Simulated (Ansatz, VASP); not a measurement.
**Lu: VASP beside Ansatz**

The input INCAR:

```
SYSTEM = Lu
ALGO = Normal
EDIFF = 1E-8
ENCUT = 520
GGA = PE
ISIF = 2
ISMEAR = -1
LASPH = .True.
LCHARG = .False.
LEFG = .True.
LREAL = .False.
LWAVE = .False.
NBANDS = 32
NELM = 60
PREC = Accurate
SIGMA = 0.03
```

Contents of KPOINTS:

```
k-points
0
Gamma
  13 13 8
  0 0 0
```

The input POSCAR:

```
Lu
1.0
    3.5098988894      0.0000000000      0.0000000000
   -1.7549494447      3.0396616030      0.0000000000
    0.0000000000      0.0000000000      5.5666000000
Lu
2
Direct
    0.3333333333      0.6666666667      0.2500000000
    0.6666666667      0.3333333333      0.7500000000
```

Input for Ansatz:

```yaml
crystal:
  lattice:
    - [3.5098988894, 0.0, 0.0]
    - [-1.7549494447, 3.039661603, 0.0]
    - [0.0, 0.0, 5.5666]
  atoms:
    - { symbol: Lu, position: [0.3333333333, 0.6666666667, 0.25] }
    - { symbol: Lu, position: [0.6666666667, 0.3333333333, 0.75] }
kpoints:
  mp_grid: { grid: [13, 13, 8] }
scf:
  occupations: { method: fermi_dirac, width: 0.03 }
hamiltonian:
  xc: pbe
  pseudopotentials: { kind: paw }
output:
  forces: true
  stress: true
  eigenvalues: true
  efg: { contact_densities: true }
basis:
  ecutwfc: 500
```

Alike in both runs: task electric field gradients; functional PBE; k mesh 13 × 13 × 8; occupations fermi-dirac, width 0.03 eV; no spin polarisation.

```csv
,VASP,Ansatz
version,VASP 6.6.1,Ansatz 0.2.0
potentials or method,"VASP PAW PBE potentials, release 64 (Lu), cutoff 520 eV","PAW with Ansatz's default frozen-core files, scalar-relativistic"
valence electrons in the cell,50,50
```

|  | VASP | Ansatz | Ansatz less VASP |
| --- | --- | --- | --- |
| pressure (GPa) | -0.8 | -0.9 | -0.13 |
| traceless stress, the component that is largest in VASP (GPa) | -0.73 | -0.73 | -0.005 |
| size of Vzz on the site where it differs most (V/Å²) | 53.6 | 45.5 | -8.11 |

The functional is the same, so the differences come from potentials, cutoffs and numerics.

Neither program's run includes spin-orbit coupling.
